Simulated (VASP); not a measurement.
# Bi2Se3 (R-3m) in VASP: a series of runs

Aim: see how the results for Bi2Se3 move with the level of theory and the settings. Levels: b88 exchange, pbe correlation, PBE+D2. Tasks: single point.

Everything below comes from runs of VASP 6.6.1. Logs are shortened: lines on timing, memory, paths and dates and some standing lists are left out, and cuts for length are marked.

**1. The cell of the first run**

Symmetry: R-3m, No. 166, trigonal system. Conventional cell: a = 4.115 Å, b = 4.115 Å, c = 28.444 Å, α = 90.00°, β = 90.00°, γ = 120.00°. Bi (site symmetry 3m) has 6 Se at 2.83 to 3.05 Å within 3.7 Å. Se (site symmetry 3m) has 3 Bi at 2.83 Å and 3 Se at 3.49 Å within 3.7 Å. Se (site symmetry -3m) has 6 Bi at 3.05 Å and 12 Se at 4.12 to 4.20 Å within 4.2 Å.

**2. Single point, b88 exchange, pbe correlation**

INCAR reads:

```
SYSTEM = Bi2Se3
ALGO = Normal ; EDIFF = 1E-6
ENCUT = 500 ; GGA = LIBXC
GGA_COMPAT = .False. ; ISIF = 2
ISMEAR = -1 ; LASPH = .True.
LCHARG = .True. ; LELF = .True.
LIBXC1 = GGA_X_B88 ; LIBXC2 = GGA_C_PBE
LREAL = .False. ; LVHAR = .True.
LWAVE = .False. ; NBANDS = 32
NELM = 120 ; PREC = Accurate
SIGMA = 0.05
```

KPOINTS reads:

```
k-points
0
Gamma
  8 8 8
  0 0 0
```

POSCAR reads:

```
Bi2Se3
1.0
    2.0575968965      1.1879541221      9.4812687632
   -2.0575968965      1.1879541221      9.4812687632
    0.0000000000     -2.3759082442      9.4812687632
Bi Se
2 3
Direct
    0.5992000000      0.5992000000      0.5992000000
    0.4008000000      0.4008000000      0.4008000000
    0.7883000000      0.7883000000      0.7883000000
    0.2117000000      0.2117000000      0.2117000000
    0.0000000000      0.0000000000      0.0000000000
```

Potentials or basis: VASP PAW PBE potentials, release 64 (Bi_d, Se).

Launch:

```console
$ cat potpaw_PBE.64/Bi_d/POTCAR potpaw_PBE.64/Se/POTCAR > POTCAR
$ mpirun -np 1 vasp_std > vasp.out
```

OUTCAR:

```text
SYSTEM = Bi2Se3
   EDIFF = 1E-6
   ENCUT = 500
   GGA = LIBXC
   ISIF = 2
   ISMEAR = -1
   LASPH = .True.
   LREAL = .False.
   NELM = 120
   PREC = Accurate

 ion  position               nearest neighbor table
   1  0.599  0.599  0.599-   4 2.83   4 2.83   4 2.83   5 3.05   5 3.05   5 3.05
   2  0.401  0.401  0.401-   3 2.83   3 2.83   3 2.83   5 3.05   5 3.05   5 3.05
   3  0.788  0.788  0.788-   2 2.83   2 2.83   2 2.83
   4  0.212  0.212  0.212-   1 2.83   1 2.83   1 2.83
   5  0.000  0.000  0.000-   1 3.05   1 3.05   2 3.05   2 3.05   1 3.05   2 3.05

  LATTYP: Found a trigonal (rhomboedric) cell.
 ALAT       =     9.7744256785
 COS(alpha) =     0.9113725833

  Lattice vectors:

 A1 = (   2.0575968965,   1.1879541221,   9.4812687632)
 A2 = (  -2.0575968965,   1.1879541221,   9.4812687632)
 A3 = (   0.0000000000,  -2.3759082442,   9.4812687632)

Analysis of symmetry for initial positions (statically):
=====================================================================
 Subroutine PRICEL returns:
 Original cell was already a primitive cell.

 Routine SETGRP: Setting up the symmetry group for a
 trigonal (rhombohedral) supercell.

 Subroutine GETGRP returns: Found 12 space group operations
 (whereof 12 operations were pure point group operations)
 out of a pool of 12 trial point group operations.

The static configuration has the point symmetry D_3d.

Analysis of symmetry for dynamics (positions and initial velocities):
=====================================================================
 Subroutine PRICEL returns:
 Original cell was already a primitive cell.

 Routine SETGRP: Setting up the symmetry group for a
 trigonal (rhombohedral) supercell.

 Subroutine GETGRP returns: Found 12 space group operations
 (whereof 12 operations were pure point group operations)
 out of a pool of 12 trial point group operations.

The dynamic configuration has the point symmetry D_3d.

 Subroutine INISYM returns: Found 12 space group operations
 (whereof 12 operations are pure point group operations),
 and found     1 'primitive' translations

----------------------------------------------------------------------------------------

                                     Primitive cell

  volume of cell :     139.0521

  direct lattice vectors                    reciprocal lattice vectors
     2.057596897  1.187954122  9.481268763     0.243001922  0.140297225  0.035157039
    -2.057596897  1.187954122  9.481268763    -0.243001922  0.140297225  0.035157039
     0.000000000 -2.375908244  9.481268763     0.000000000 -0.280594450  0.035157039

  length of vectors
     9.774425679  9.774425679  9.774425679     0.282788371  0.282788371  0.282788371

  position of ions in fractional coordinates (direct lattice)
     0.599200000  0.599200000  0.599200000
     0.400800000  0.400800000  0.400800000
     0.788300000  0.788300000  0.788300000
     0.211700000  0.211700000  0.211700000
     0.000000000  0.000000000  0.000000000

  ion indices of the primitive-cell ions
   primitive index   ion index
                 1           1
                 2           2
                 3           3
                 4           4
                 5           5

----------------------------------------------------------------------------------------

 KPOINTS: k-points

Automatic generation of k-mesh.
 Grid dimensions read from file:
 generate k-points for:    8    8    8

 Generating k-lattice:

  Cartesian coordinates                     Fractional coordinates (reciprocal lattice)
     0.030375240  0.017537153  0.004394630     0.125000000  0.000000000  0.000000000
    -0.030375240  0.017537153  0.004394630     0.000000000  0.125000000  0.000000000
     0.000000000 -0.035074306  0.004394630     0.000000000  0.000000000  0.125000000

  Length of vectors
     0.035348546  0.035348546  0.035348546

  Shift w.r.t. Gamma in fractional coordinates (k-lattice)
     0.000000000  0.000000000  0.000000000

 Subroutine IBZKPT returns following result:
 ===========================================

 Found     65 irreducible k-points:

 Following reciprocal coordinates:
            Coordinates               Weight
  0.000000  0.000000  0.000000      1.000000
  0.125000  0.000000  0.000000      6.000000
  0.250000  0.000000  0.000000      6.000000
  0.375000  0.000000  0.000000      6.000000
  0.500000  0.000000  0.000000      3.000000
  0.125000  0.125000  0.000000      6.000000
[... 16 lines left out ...]
  0.250000  0.125000  0.125000      6.000000
  0.375000  0.125000  0.125000      6.000000
 [... further k-points ...]
   k-points           NKPTS =     65   k-points in BZ     NKDIM =     65   number of bands    NBANDS=     32
   number of dos      NEDOS =    301   number of ions     NIONS =      5
   total plane-waves  NPLWV = 373248
   dimension x,y,z NGX =    72 NGY =   72 NGZ =   72
   dimension x,y,z NGXF=   144 NGYF=  144 NGZF=  144
   ions per type =               2   3
   NGX,Y,Z   is equivalent  to a cutoff of  12.25, 12.25, 12.25 a.u.
   NGXF,Y,Z  is equivalent  to a cutoff of  24.49, 24.49, 24.49 a.u.
 SYSTEM =  Bi2Se3
   PREC   = accura    normal or accurate (medium, high low for compatibility)
   ISTART =      0    job   : 0-new  1-cont  2-samecut
   ICHARG =      2    charge: 1-file 2-atom 10-const
   ISPIN  =      1    spin polarized calculation?
   LNONCOLLINEAR =      F non collinear calculations
   LSORBIT =      F    spin-orbit coupling
   LASPH  =      T    aspherical Exc in radial PAW
   ENCUT  =  500.0 eV  36.75 Ry    6.06 a.u.  17.82 17.82 17.82*2*pi/ulx,y,z
   NELM   =    120;   NELMIN=  2; NELMDL= -5     # of ELM steps
   EDIFF  = 0.1E-05   stopping-criterion for ELM
   LREAL  =      F    real-space projection
   EDIFFG = 0.1E-04   stopping-criterion for IOM
   NSW    =      0    number of steps for IOM
   IBRION =     -1    ionic relax: 0-MD 1-quasi-New 2-CG
   NFREE  =      0    steps in history (QN), initial steepest desc. (CG)
   ISIF   =      2    stress and relaxation
   ISYM   =      2    0-nonsym 1-usesym 2-fastsym
   POTIM  = 0.5000    time-step for ionic-motion
   TEBEG  =    0.0;   TEEND  =   0.0 temperature during run
   PSTRESS=    0.0 pullay stress
   NELECT =      48.0000    total number of electrons
   NUPDOWN=      -1.0000    fix difference up-down
   EMIN   =  10.00;   EMAX   =-10.00  energy-range for DOS
   EFERMI =   0.00;   METHOD = LEGACY
   ISMEAR =    -1;   SIGMA  =   0.05  broadening in eV -4-tet -1-fermi 0-gaus
   EFERMI_NEDOS =   21; number of points for ismear=-14 and -15
   IALGO  =     38    algorithm
   IMIX   =      4    mixing-type and parameters
     AMIX     =   0.40;   BMIX     =  1.00
     AMIX_MAG =   1.60;   BMIX_MAG =  1.00
  volume/ion in A,a.u.               =      27.81       187.67
  Fermi-wavevector in a.u.,A,eV,Ry     =   1.148407  2.170175 17.943905  1.318840
  Thomas-Fermi vector in A             =   2.285083
   LORBIT       =      0    0 simple, 1 ext, 2 COOP (PROOUT), +10 PAW based schemes
   GGA     = LIBXC    functional components
   LHFCALC =     F    Hartree Fock is set to
   AEXX    =    0.0000 exact exchange contribution
   IVDW    =     0    specifies the selected vdW correction
   LEPSILON=     F    determine dielectric tensor
   LRPA    =     F    only Hartree local field effects (RPA)
 non-spin polarized calculation
  energy-cutoff  :      500.00
  volume of cell :      139.05
 maximum number of plane-waves:      3558
   NGX = 35   NGY = 35   NGZ = 35

 number of electron      48.0000001 magnetization

 Free energy of the ion-electron system (eV)
  ---------------------------------------------------
  ext. energy  EPLUGINS =         0.00000000
  ---------------------------------------------------
  free energy    TOTEN  =       -19.39646095 eV

  energy without entropy =      -19.39622834  energy(sigma->0) =      -19.39634464

 E-fermi :   5.2650     XC(G=0):  -9.6207

 val. band max:        5.1658123465   @ k =   0.0000   0.0000   0.0000
 cond. band min:       5.3610222512   @ k =   0.0000   0.0000   0.0000
 fundamental gap:      0.1952099047
 Fermi energy:         5.2649743633

 k-point     1 :       0.0000    0.0000    0.0000
  band No.  band energies     occupation
      1     -17.9970      2.00000
      2     -17.9970      2.00000
      3     -17.9949      2.00000
      4     -17.9949      2.00000
      5     -17.9865      2.00000
      6     -17.9837      2.00000
[... 24 lines left out ...]
     31      10.9677      0.00000
     32      12.1471      0.00000

 k-point     2 :       0.1250    0.0000    0.0000
  band No.  band energies     occupation
      1     -17.9997      2.00000
      2     -17.9971      2.00000
      3     -17.9932      2.00000
      4     -17.9911      2.00000
      5     -17.9840      2.00000
      6     -17.9814      2.00000
[... 24 lines left out ...]
     31      10.5959      0.00000
     32      11.1924      0.00000

 k-point     3 :       0.2500    0.0000    0.0000
  band No.  band energies     occupation
      1     -18.0074      2.00000
      2     -18.0035      2.00000
      3     -17.9860      2.00000
      4     -17.9838      2.00000
      5     -17.9837      2.00000
      6     -17.9790      2.00000
[... 24 lines left out ...]
     31       9.7106      0.00000
     32      11.3796      0.00000

 k-point     4 :       0.3750    0.0000    0.0000
  band No.  band energies     occupation
      1     -18.0161      2.00000
      2     -18.0108      2.00000
      3     -17.9878      2.00000
      4     -17.9841      2.00000
      5     -17.9827      2.00000
      6     -17.9799      2.00000
[... 654 lines left out ...]
     31      10.9698      0.00000
     32      12.0059      0.00000

 k-point    23 :       0.2500    0.1250    0.1250
  band No.  band energies     occupation
      1     -17.9997      2.00000
      2     -17.9971      2.00000
      3     -17.9932      2.00000
      4     -17.9911      2.00000
      5     -17.9840      2.00000
      6     -17.9814      2.00000
[... 24 lines left out ...]
     31      10.5532      0.00000
     32      11.3840      0.00000

 k-point    24 :       0.3750    0.1250    0.1250
  band No.  band energies     occupation
      1     -18.0074      2.00000
      2     -18.0036      2.00000
      3     -17.9859      2.00000
      4     -17.9838      2.00000
      5     -17.9838      2.00000
      6     -17.9790      2.00000
[... 24 lines left out ...]
     31       9.7820      0.00000
     32      11.4587      0.00000

 [... further k-points ...]

------------------------ aborting loop because EDIFF is reached ----------------------------------------

  FORCE on cell =-STRESS in cart. coord.  units (eV):
  Direction    XX          YY          ZZ          XY          YZ          ZX
  --------------------------------------------------------------------------------------
  -------------------------------------------------------------------------------------
  Total        3.3218241      3.3218241      3.3059355      0.0000000      0.0000000      0.0000000
  in kB       38.2745008     38.2745008     38.0914304      0.0000000      0.0000000      0.0000000
  external PRESSURE =      38.2134774 kB  Pullay stress =       0.0000000 kB

 VOLUME and BASIS-vectors are now :
 -----------------------------------------------------------------------------
  energy-cutoff  :      500.00
  volume of cell :      139.05
      direct lattice vectors                 reciprocal lattice vectors
     2.057596897  1.187954122  9.481268763     0.243001922  0.140297225  0.035157039
    -2.057596897  1.187954122  9.481268763    -0.243001922  0.140297225  0.035157039
     0.000000000 -2.375908244  9.481268763     0.000000000 -0.280594450  0.035157039

 POSITION                                       TOTAL-FORCE (eV/Angst)
 -----------------------------------------------------------------------------------
      0.00000      0.00000     17.04353        -0.000000     -0.000000      0.230320
      0.00000      0.00000     11.40028        -0.000000      0.000000     -0.230320
      0.00000      0.00000     22.42225        -0.000000      0.000000      0.320829
      0.00000      0.00000      6.02155        -0.000000     -0.000000     -0.320829
      0.00000      0.00000      0.00000         0.000000      0.000000      0.000000
 -----------------------------------------------------------------------------------
    total drift:                                0.000000      0.000000      0.000000

  FREE ENERGIE OF THE ION-ELECTRON SYSTEM (eV)
  ---------------------------------------------------
  free  energy   TOTEN  =       -19.3964609467 eV

  energy  without entropy=      -19.3962283368  energy(sigma->0) =      -19.39634464
```

Wall time 15 min (1 thread of Intel Xeon Platinum 8488C (Sapphire Rapids), shared host); peak memory 0.83 GiB.

Results:

```
Free energy            : -19.3965 eV
Pressure               : 3.8 GPa
Largest force          : 0.321 eV/Å
Band gap on the k mesh : 0.20 eV
```

Forces in eV/Å, atoms in the order of the input:
```
Bi   0.000  0.000  0.230
Bi   0.000  0.000 -0.230
Se   0.000  0.000  0.321
Se   0.000  0.000 -0.321
Se   0.000  0.000  0.000
```

Levels at points of the mesh, in eV from the valence-band top:
| k point | band 20 | band 21 | band 22 | band 23 | band 24 | band 25 | band 26 | band 27 | band 28 | band 29 |
| --- | --- | --- | --- | --- | --- | --- | --- | --- | --- | --- |
| (0.00, 0.00, 0.00) | -1.94 | -1.94 | -1.27 | -1.27 | 0.00 | 0.20 | 1.37 | 1.37 | 2.12 | 2.73 |
| (0.50, 0.00, 0.00) | -3.12 | -3.09 | -2.23 | -1.30 | -0.58 | 0.81 | 1.91 | 2.95 | 3.18 | 4.02 |
| (0.50, 0.50, 0.00) | -2.67 | -1.95 | -1.95 | -1.72 | -1.04 | 1.32 | 1.93 | 2.60 | 3.01 | 3.55 |
| (0.50, 0.50, 0.50) | -1.69 | -1.57 | -1.45 | -1.45 | -0.46 | 0.60 | 1.69 | 1.69 | 2.07 | 2.38 |

Caveat: the cell stands under pressure; the PAW data sets were made with another functional, which shifts forces and pressure a little; spin-orbit coupling is left out, which moves the levels of the heavy elements. A k mesh can miss the band edges.

**3. Single point, PBE+D2**

This run uses another cell than the first one, of 28.38 Å³/atom.

INCAR reads:

```
  PREC = Accurate
  ENCUT = 520
  EDIFF = 1E-7
  ISMEAR = 0
  SIGMA = 0.02
  LREAL = F
  LASPH = T
  ALGO = Normal
  NELM = 100
  ISIF = 2
  LWAVE = F
  LCHARG = F
  IVDW = 1
```

KPOINTS reads:

```
k-points
0
Gamma
  6 6 6
```

Changes to POSCAR since step 2:

```diff
@@ -2,5 +2,5 @@
 1.0
-    2.0575968965      1.1879541221      9.4812687632
-   -2.0575968965      1.1879541221      9.4812687632
-    0.0000000000     -2.3759082442      9.4812687632
+    2.0715000000      1.1959810826      9.5453333333
+   -2.0715000000      1.1959810826      9.5453333333
+    0.0000000000     -2.3919621653      9.5453333333
 Bi Se
```

Potentials or basis: VASP PAW PBE potentials, release 64 (Bi_d, Se).

Launch:

```console
$ cat potpaw_PBE.64/Bi_d/POTCAR potpaw_PBE.64/Se/POTCAR > POTCAR
$ mpirun -np 1 vasp_std > vasp.out
```

Run time: 7.6 min. Hardware: 1 thread of Intel Xeon 6975P-C (Granite Rapids), shared host; peak memory 0.93 GiB.

Results (log left out):

| Item | Value |
| --- | --- |
| Free energy | -21.9828 eV |
| Pressure | -0.1 GPa |
| Largest force | 0.267 eV/Å |
| Band gap on the k mesh | 0.22 eV |
| Dispersion energy per atom | -0.365 eV |

Forces in eV/Å, atoms in the order of the input:
```
Bi   0.000  0.000  0.267
Bi   0.000  0.000 -0.267
Se   0.000  0.000  0.127
Se   0.000  0.000 -0.127
Se   0.000  0.000  0.000
```

Stress tensor (GPa, compression positive):
```
-0.21  0.00  0.00
 0.00 -0.21  0.00
 0.00  0.00  0.13
```

Levels at points of the mesh, in eV from the valence-band top:
| k point | band 22 | band 23 | band 24 | band 25 | band 26 | band 27 |
| --- | --- | --- | --- | --- | --- | --- |
| (0.00, 0.00, 0.00) | -1.21 | -1.21 | 0.00 | 0.22 | 1.40 | 1.40 |
| (0.50, 0.00, 0.00) | -2.15 | -1.24 | -0.56 | 0.84 | 1.93 | 2.96 |
| (0.50, 0.50, 0.00) | -1.88 | -1.64 | -1.00 | 1.34 | 1.95 | 2.60 |
| (0.50, 0.50, 0.50) | -1.38 | -1.38 | -0.44 | 0.63 | 1.70 | 1.70 |

Caveat: spin-orbit coupling is left out, which moves the levels of the heavy elements. A k mesh can miss the band edges.
